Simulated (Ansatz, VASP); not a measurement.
**Ti: VASP beside Ansatz**

```
CELL_PARAMETERS angstrom
-2.13386 2.13386 1.24774
2.13386 -2.13386 1.24774
2.13386 2.13386 -1.24774
ATOMIC_POSITIONS crystal
Ti 0.62500 0.87500 0.75000
Ti 0.37500 0.12500 0.25000
```

Change from the starting cell: volume scaled by 0.65, norm-conserving files.

Alike in both runs: task single point; functional PBE; k mesh 15 × 15 × 15; occupations fermi-dirac, width 0.1 eV; no spin polarisation.

```csv
,VASP,Ansatz
version,VASP 6.6.1,Ansatz 0.2.0
potentials or method,"VASP PAW PBE potentials, release 64 (Ti_sv)","norm-conserving pseudopotentials, scalar-relativistic"
plane-wave cutoff (eV),520,1155
valence electrons in the cell,24,24
```

Ansatz gave:

* pressure (GPa): 84.1
* traceless stress, the component that is largest in VASP (GPa): 0.07

Q: What did VASP give for the same quantities?

A: Pressure (GPa): 84.3; traceless stress, the component that is largest in VASP (GPa): -1.17.

Both programs put the cell under a high pressure, so it lies far from rest at this level.

Noted on VASP's run: the cell as given lies far from equilibrium.
